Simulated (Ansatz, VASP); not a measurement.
**One calculation of MgGeSb2, two programs**

The input INCAR:

```
PREC = Accurate
ENCUT = 520
EDIFF = 1E-7
ISMEAR = -1
SIGMA = 0.02
LREAL = F
LASPH = T
NELM = 100
ALGO = Normal
ISIF = 2
LWAVE = F
LCHARG = F
GGA = PE
NBANDS = 21
```

Contents of KPOINTS:

```
Automatic mesh
0
Gamma
  6 6 4
```

File POSCAR:

```
MgGeSb2
1.0
    4.3748509995      0.0000000000      0.0000000000
    0.0000000000      4.3748509995      0.0000000000
    0.0000000000      0.0000000000      6.3780977090
Mg Sb Ge
1 2 1
Direct
    0.0000000000      0.0000000000      0.0000000000
    0.0000000000      0.5000000000      0.2589925260
    0.5000000000      0.0000000000      0.7410074740
    0.5000000000      0.5000000000      0.5000000000
```

Input for Ansatz:

```yaml
crystal:
  lattice:
    - [4.3748509995, 0.0, 0.0]
    - [0.0, 4.3748509995, 0.0]
    - [0.0, 0.0, 6.378097709]
  atoms:
    - { symbol: Mg, position: [0.0, 0.0, 0.0] }
    - { symbol: Sb, position: [0.0, 0.5, 0.258992526] }
    - { symbol: Ge, position: [0.5, 0.5, 0.5] }
    - { symbol: Sb, position: [0.5, 0.0, 0.741007474] }
kpoints:
  mp_grid: { grid: [6, 6, 4] }
hamiltonian:
  xc: pbe
scf:
  occupations: { method: fermi_dirac, width: 0.02 }
  n_extra_bands: 5
output:
  forces: true
  stress: true
  eigenvalues: true
```

Alike in both runs: task single point; functional PBE; k mesh 6 × 6 × 4; occupations fermi-dirac, width 0.02 eV; no spin polarisation.

|  | VASP | Ansatz |
| --- | --- | --- |
| version | VASP 6.6.1 | Ansatz 0.2.0 |
| potentials or method | VASP PAW PBE potentials, release 64 (Mg, Sb, Ge_d) | plane waves, PAW |
| plane-wave cutoff (eV) | 520 | 420 |
| valence electrons in the cell | 26 | 54 |

```csv
,VASP,Ansatz,Ansatz less VASP
pressure (GPa),2.8,2.8,-0.07
rms of the force components (eV/Å),0.034,0.028,-0.0061
```

VASP's potentials hold 26 valence electrons a cell and Ansatz's 54, so a difference there can come from the potentials and not from the codes.

Spin-orbit coupling is off throughout.
